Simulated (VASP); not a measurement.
## MgO: single point with LDA

**Measured values to compare with.**

“Electronic structure of alkaline earth and post-transition metal oxides”, 2009, arxiv:0908.1581 quotes, for a bulk crystal of MgO: band gap 7.83 eV.

MgO:

```
Mg O
1.0
     2.07171    2.07171    0.00000
    -2.07171    2.07171    0.00000
     0.00000    2.07171    2.07171
Mg O
1 1
Direct
  0.00000 0.00000 0.00000
  0.50000 0.50000 0.00000
```

```json
{
  "Program": "VASP 6.6.1",
  "Task": "single point",
  "Functional": "LDA",
  "Potentials or basis": "VASP PAW LDA potentials, release 64 (Mg, O)",
  "Cutoff": "520 eV",
  "k mesh": "10 × 10 × 10",
  "Occupations": "gaussian, width 0.01 eV",
  "Spin": "no spin polarisation"
}
```

| Quantity | Value |
| --- | --- |
| Pressure | 0.3 GPa |
| Band gap on the k mesh | 5.15 eV, direct |

Levels at points of the mesh, in eV from the valence-band top:
| k point | band 1 | band 2 | band 3 | band 4 | band 5 | band 6 | band 7 | band 8 |
| --- | --- | --- | --- | --- | --- | --- | --- | --- |
| (0.00, 0.00, 0.00) | -17.27 | 0.00 | 0.00 | 0.00 | 5.15 | 15.79 | 15.79 | 15.79 |
| (0.50, 0.00, 0.00) | -15.78 | -4.92 | -0.72 | -0.72 | 8.05 | 12.96 | 16.51 | 16.51 |
| (0.50, 0.50, 0.00) | -15.49 | -4.36 | -1.44 | -1.44 | 8.93 | 10.24 | 13.42 | 19.39 |

It took 4.1 s on 1 thread of Intel Xeon 6975P-C (shared host), peak memory 0.13 GiB.

A measured gap of MgO is 7.83 eV (quoted in “Electronic structure of alkaline earth and post-transition metal oxides”, 2009, arxiv:0908.1581); the calculated 5.15 eV misses it by -2.68 eV. The value is that of LDA, without temperature or zero-point motion. Semilocal functionals fall short of measured gaps as a rule.
